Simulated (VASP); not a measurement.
Write the native input for VASP 6.6.1 that does the following.

```
Task                   : single point
Functional             : LDA
Potentials or basis    : VASP PAW LDA potentials, release 64 (Re)
Cutoff                 : 520 eV
k mesh                 : 16 × 16 × 16
Occupations            : fermi-dirac, width 0.08 eV
Spin                   : no spin polarisation
Dipole correction      : no
Further INCAR settings : ALGO = Normal; EDIFF = 1e-07; NBANDS = 10
```

The structure of Re lies in POSCAR:

```
Re
1.0
    2.3188038050      0.0000000000      0.0000000000
    0.0000000000      2.3188038050      0.0000000000
    0.0000000000      0.0000000000      2.3188038050
Re
1
Direct
    0.0000000000      0.0000000000      0.0000000000
```

These files were run (other wordings do the same):

INCAR

```
  PREC = Accurate
  ENCUT = 520
  EDIFF = 1E-7
  ISMEAR = -1
  SIGMA = 0.08
  LREAL = False
  LASPH = True
  NELM = 100
  ALGO = Normal
  ISIF = 2
  LWAVE = False
  LCHARG = False
  NBANDS = 10
```

KPOINTS

```
regular mesh
0
Gamma
  16 16 16
```

Potentials or basis: VASP PAW LDA potentials, release 64 (Re).

Run with:

```console
$ cat potpaw_LDA.64/Re/POTCAR > POTCAR
$ mpirun -np 1 vasp_std > vasp.out
```

It gave:

```json
{"Pressure": "139.6 GPa"}
```

It took 14 s on 1 thread of Intel(R) Xeon(R) Platinum 8259CL CPU @ 2.50GHz (Skylake/Cascade Lake) (shared host), peak memory 0.13 GiB.
